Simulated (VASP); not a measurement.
# Ta3H (I4/mmm) in VASP: single point with PBE

Aim: the single point of Ta3H with PBE.

Everything below comes from runs of VASP 6.6.1. Logs are shortened: lines on timing, memory, paths and dates and some standing lists are left out, and cuts for length are marked.

**1. The cell of the first run**

The structure is tetragonal, space group I4/mmm (No. 139). The conventional cell has a = 3.885 Å, b = 3.885 Å, c = 7.851 Å, α = 90.00°, β = 90.00°, γ = 90.00°. Within 3.6 Å of Ta (site symmetry -4m2) lie 8 Ta at 2.75 to 2.76 Å and 4 H at 2.76 Å. Ta (site symmetry 4/mmm) has 4 H at 2.75 Å and 8 Ta at 2.76 Å within 3.6 Å. H (site symmetry 4/mmm) has 12 Ta at 2.75 to 2.76 Å within 3.6 Å.

**2. Single point, PBE**

INCAR

```
SYSTEM = Ta3H
PREC = Accurate
ENCUT = 520
EDIFF = 1E-7
ISMEAR = 0
SIGMA = 0.1
LREAL = .False.
LASPH = .True.
NELM = 60
ALGO = Normal
ISIF = 2
LWAVE = .False.
LCHARG = .False.
GGA = PE
NBANDS = 25
```

KPOINTS

```
regular mesh
0
Gamma
  6 6 6
  0 0 0
```

POSCAR

```
Ta3H
1.0
   -1.9423683900      1.9423683900      3.9255088400
    1.9423683900     -1.9423683900      3.9255088400
    1.9423683900      1.9423683900     -3.9255088400
Ta H
3 1
Direct
    0.7500000000      0.2500000000      0.5000000000
    0.2500000000      0.7500000000      0.5000000000
    0.5000000000      0.5000000000      0.0000000000
    0.0000000000      0.0000000000      0.0000000000
```

Potentials or basis: VASP PAW PBE potentials, release 64 (Ta_pv, H).

Run with:

```sh
cat potpaw_PBE.64/Ta_pv/POTCAR potpaw_PBE.64/H/POTCAR > POTCAR
mpirun -np 1 vasp_std > vasp.out
```

OUTCAR:

```text
SYSTEM = Ta3H
   PREC = Accurate
   ENCUT = 520
   EDIFF = 1E-7
   ISMEAR = 0
   LREAL = .False.
   LASPH = .True.
   NELM = 60
   ISIF = 2
   GGA = PE

 ion  position               nearest neighbor table
   1  0.750  0.250  0.500-   2 2.75   2 2.75   2 2.75   2 2.75   3 2.76   3 2.76   3 2.76   3 2.76

   2  0.250  0.750  0.500-   1 2.75   1 2.75   1 2.75   1 2.75   3 2.76   3 2.76   3 2.76   3 2.76

   3  0.500  0.500  0.000-   2 2.76   1 2.76   1 2.76   2 2.76   1 2.76   2 2.76   2 2.76   1 2.76

   4  0.000  0.000  0.000-

  LATTYP: Found a body centered tetragonal cell.
 ALAT       =     3.8847367800
 C/A-ratio  =     2.0209908997

  Lattice vectors:

 A1 = (  -1.9423683900,   1.9423683900,   3.9255088400)
 A2 = (   1.9423683900,  -1.9423683900,   3.9255088400)
 A3 = (   1.9423683900,   1.9423683900,  -3.9255088400)

Analysis of symmetry for initial positions (statically):
=====================================================================
 Subroutine PRICEL returns:
 Original cell was already a primitive cell.

 Routine SETGRP: Setting up the symmetry group for a
 body centered tetragonal supercell.

 Subroutine GETGRP returns: Found 16 space group operations
 (whereof 16 operations were pure point group operations)
 out of a pool of 16 trial point group operations.

The static configuration has the point symmetry D_4h.

Analysis of symmetry for dynamics (positions and initial velocities):
=====================================================================
 Subroutine PRICEL returns:
 Original cell was already a primitive cell.

 Routine SETGRP: Setting up the symmetry group for a
 body centered tetragonal supercell.

 Subroutine GETGRP returns: Found 16 space group operations
 (whereof 16 operations were pure point group operations)
 out of a pool of 16 trial point group operations.

The dynamic configuration has the point symmetry D_4h.

 Subroutine INISYM returns: Found 16 space group operations
 (whereof 16 operations are pure point group operations),
 and found     1 'primitive' translations

----------------------------------------------------------------------------------------

                                     Primitive cell

  volume of cell :      59.2406

  direct lattice vectors                    reciprocal lattice vectors
    -1.942368390  1.942368390  3.925508840     0.000000000  0.257417698  0.127372022
     1.942368390 -1.942368390  3.925508840     0.257417698  0.000000000  0.127372022
     1.942368390  1.942368390 -3.925508840     0.257417698  0.257417698  0.000000000

  length of vectors
     4.791159523  4.791159523  4.791159523     0.287206378  0.287206378  0.364043600

  position of ions in fractional coordinates (direct lattice)
     0.750000000  0.250000000  0.500000000
     0.250000000  0.750000000  0.500000000
     0.500000000  0.500000000  0.000000000
     0.000000000  0.000000000  0.000000000

  ion indices of the primitive-cell ions
   primitive index   ion index
                 1           1
                 2           2
                 3           3
                 4           4

----------------------------------------------------------------------------------------

 KPOINTS: regular mesh

Automatic generation of k-mesh.
 Grid dimensions read from file:
 generate k-points for:    6    6    6

 Generating k-lattice:

  Cartesian coordinates                     Fractional coordinates (reciprocal lattice)
     0.000000000  0.042902950  0.021228670     0.166666667 -0.000000000  0.000000000
     0.042902950  0.000000000  0.021228670    -0.000000000  0.166666667  0.000000000
     0.042902950  0.042902950  0.000000000     0.000000000  0.000000000  0.166666667

  Length of vectors
     0.047867730  0.047867730  0.060673933

  Shift w.r.t. Gamma in fractional coordinates (k-lattice)
     0.000000000  0.000000000  0.000000000

 Subroutine IBZKPT returns following result:
 ===========================================

 Found     30 irreducible k-points:

 Following reciprocal coordinates:
            Coordinates               Weight
  0.000000  0.000000  0.000000      1.000000
  0.166667  0.000000 -0.000000      8.000000
  0.333333 -0.000000  0.000000      8.000000
  0.500000  0.000000 -0.000000      4.000000
  0.166667  0.166667 -0.000000      8.000000
  0.333333  0.166667 -0.000000     16.000000
[... 16 lines left out ...]
 -0.333333 -0.333333  0.166667      8.000000
 -0.166667 -0.333333  0.166667      8.000000
 [... further k-points ...]
   k-points           NKPTS =     30   k-points in BZ     NKDIM =     30   number of bands    NBANDS=     25
   number of dos      NEDOS =    301   number of ions     NIONS =      4
   total plane-waves  NPLWV =  46656
   dimension x,y,z NGX =    36 NGY =   36 NGZ =   36
   dimension x,y,z NGXF=    72 NGYF=   72 NGZF=   72
   ions per type =               3   1
   NGX,Y,Z   is equivalent  to a cutoff of  12.49, 12.49, 12.49 a.u.
   NGXF,Y,Z  is equivalent  to a cutoff of  24.98, 24.98, 24.98 a.u.
 SYSTEM =  Ta3H
   PREC   = accura    normal or accurate (medium, high low for compatibility)
   ISTART =      0    job   : 0-new  1-cont  2-samecut
   ICHARG =      2    charge: 1-file 2-atom 10-const
   ISPIN  =      1    spin polarized calculation?
   LNONCOLLINEAR =      F non collinear calculations
   LSORBIT =      F    spin-orbit coupling
   LASPH  =      T    aspherical Exc in radial PAW
   ENCUT  =  520.0 eV  38.22 Ry    6.18 a.u.   8.91  8.91  8.91*2*pi/ulx,y,z
   NELM   =     60;   NELMIN=  2; NELMDL= -5     # of ELM steps
   EDIFF  = 0.1E-06   stopping-criterion for ELM
   LREAL  =      F    real-space projection
   EDIFFG = 0.1E-05   stopping-criterion for IOM
   NSW    =      0    number of steps for IOM
   IBRION =     -1    ionic relax: 0-MD 1-quasi-New 2-CG
   NFREE  =      0    steps in history (QN), initial steepest desc. (CG)
   ISIF   =      2    stress and relaxation
   ISYM   =      2    0-nonsym 1-usesym 2-fastsym
   POTIM  = 0.5000    time-step for ionic-motion
   TEBEG  =    0.0;   TEEND  =   0.0 temperature during run
   PSTRESS=    0.0 pullay stress
   NELECT =      34.0000    total number of electrons
   NUPDOWN=      -1.0000    fix difference up-down
   EMIN   =  10.00;   EMAX   =-10.00  energy-range for DOS
   EFERMI =   0.00;   METHOD = LEGACY
   ISMEAR =     0;   SIGMA  =   0.10  broadening in eV -4-tet -1-fermi 0-gaus
   EFERMI_NEDOS =   21; number of points for ismear=-14 and -15
   IALGO  =     38    algorithm
   IMIX   =      4    mixing-type and parameters
     AMIX     =   0.40;   BMIX     =  1.00
     AMIX_MAG =   1.60;   BMIX_MAG =  1.00
  volume/ion in A,a.u.               =      14.81        99.94
  Fermi-wavevector in a.u.,A,eV,Ry     =   1.360488  2.570950 25.183403  1.850928
  Thomas-Fermi vector in A             =   2.487146
   LORBIT       =      0    0 simple, 1 ext, 2 COOP (PROOUT), +10 PAW based schemes
   GGA     = PE    functional components
   LHFCALC =     F    Hartree Fock is set to
   AEXX    =    0.0000 exact exchange contribution
   IVDW    =     0    specifies the selected vdW correction
   LEPSILON=     F    determine dielectric tensor
   LRPA    =     F    only Hartree local field effects (RPA)
 non-spin polarized calculation
 Gauss-broadening in eV      SIGMA  =   0.10
  energy-cutoff  :      520.00
  volume of cell :       59.24
 maximum number of plane-waves:      1610
   NGX = 17   NGY = 17   NGZ = 17

 number of electron      34.0000002 magnetization

 Free energy of the ion-electron system (eV)
  ---------------------------------------------------
  ext. energy  EPLUGINS =         0.00000000
  ---------------------------------------------------
  free energy    TOTEN  =       -34.89658433 eV

  energy without entropy =      -34.88528908  energy(sigma->0) =      -34.89093671

 E-fermi :   5.4718     XC(G=0): -12.2272

 val. band max:        5.4591596504   @ k =   0.5000   0.0000  -0.0000
 cond. band min:       5.4932126785   @ k =   0.3333   0.3333   0.1667
 fundamental gap:      0.0340530281
 Fermi energy:         5.4717852497

 k-point     1 :       0.0000    0.0000    0.0000
  band No.  band energies     occupation
      1     -29.2283      2.00000
      2     -29.0466      2.00000
      3     -29.0466      2.00000
      4     -28.5493      2.00000
      5     -28.5493      2.00000
      6     -28.4900      2.00000
[... 17 lines left out ...]
     24      10.1099      0.00000
     25      10.1099      0.00000

 k-point     2 :       0.1667    0.0000   -0.0000
  band No.  band energies     occupation
      1     -29.2249      2.00000
      2     -29.0042      2.00000
      3     -28.9773      2.00000
      4     -28.6867      2.00000
      5     -28.5464      2.00000
      6     -28.3338      2.00000
[... 17 lines left out ...]
     24       9.6510      0.00000
     25      10.7680      0.00000

 k-point     3 :       0.3333   -0.0000    0.0000
  band No.  band energies     occupation
      1     -29.1429      2.00000
      2     -28.9518      2.00000
      3     -28.9005      2.00000
      4     -28.6678      2.00000
      5     -28.5480      2.00000
      6     -28.3654      2.00000
[... 17 lines left out ...]
     24       9.1230      0.00000
     25       9.7088      0.00000

 k-point     4 :       0.5000    0.0000   -0.0000
  band No.  band energies     occupation
      1     -29.0986      2.00000
      2     -28.8723      2.00000
      3     -28.8304      2.00000
      4     -28.6140      2.00000
      5     -28.5911      2.00000
      6     -28.5588      2.00000
[... 17 lines left out ...]
     24       8.6455      0.00000
     25       8.6943      0.00000
[... 477 lines left out ...]
 k-point    22 :      -0.1667    0.5000    0.1667
  band No.  band energies     occupation
      1     -29.0515      2.00000
      2     -28.9977      2.00000
      3     -28.9779      2.00000
      4     -28.5809      2.00000
      5     -28.4949      2.00000
      6     -28.3931      2.00000
[... 17 lines left out ...]
     24       9.4814      0.00000
     25      10.1435      0.00000

 k-point    23 :      -0.3333   -0.3333    0.1667
  band No.  band energies     occupation
      1     -29.2358      2.00000
      2     -28.9986      2.00000
      3     -28.9808      2.00000
      4     -28.5448      2.00000
      5     -28.4789      2.00000
      6     -28.2335      2.00000
[... 17 lines left out ...]
     24      10.7470      0.00000
     25      10.9274      0.00000

 k-point    24 :      -0.1667   -0.3333    0.1667
  band No.  band energies     occupation
      1     -29.1266      2.00000
      2     -29.1065      2.00000
      3     -29.0571      2.00000
      4     -28.5580      2.00000
      5     -28.3974      2.00000
      6     -28.2844      2.00000
[... 17 lines left out ...]
     24      10.1313      0.00000
     25      10.4689      0.00000

 [... further k-points ...]
[... 5 lines left out ...]
  --------------------------------------------------------------------------------------
  -------------------------------------------------------------------------------------
  Total        5.5191741      5.5191741      5.3983274      0.0000000      0.0000000      0.0000000
  in kB      149.2675906    149.2675906    145.9992575      0.0000000      0.0000000      0.0000000
  external PRESSURE =     148.1781462 kB  Pullay stress =       0.0000000 kB

 VOLUME and BASIS-vectors are now :
 -----------------------------------------------------------------------------
  energy-cutoff  :      520.00
  volume of cell :       59.24
      direct lattice vectors                 reciprocal lattice vectors
    -1.942368390  1.942368390  3.925508840     0.000000000  0.257417698  0.127372022
     1.942368390 -1.942368390  3.925508840     0.257417698  0.000000000  0.127372022
     1.942368390  1.942368390 -3.925508840     0.257417698  0.257417698  0.000000000

 POSITION                                       TOTAL-FORCE (eV/Angst)
 -----------------------------------------------------------------------------------
      0.00000      1.94237      1.96275        -0.000000      0.000000      0.000000
      1.94237      0.00000      1.96275        -0.000000     -0.000000     -0.000000
      0.00000      0.00000      3.92551         0.000000     -0.000000      0.000000
      0.00000      0.00000      0.00000         0.000000     -0.000000      0.000000
 -----------------------------------------------------------------------------------
    total drift:                               -0.000000      0.000000     -0.000000

  FREE ENERGIE OF THE ION-ELECTRON SYSTEM (eV)
  ---------------------------------------------------
  free  energy   TOTEN  =       -34.8965843349 eV

  energy  without entropy=      -34.8852890815  energy(sigma->0) =      -34.89093671
```

It took 78 s on 1 thread of Intel Xeon 8259CL, shared host; peak memory 0.22 GiB.

Results:

| Property | Result |
| --- | --- |
| Free energy | -34.8966 eV |
| Pressure | 14.8 GPa |
| Band gap on the k mesh | zero (band 17 reaches 6.41 eV, above the bottom of band 18 at 5.07 eV) |

Caveat: the k points lie up to 0.38 Å⁻¹ apart; spin-orbit coupling is left out, which moves the levels of the heavy elements.
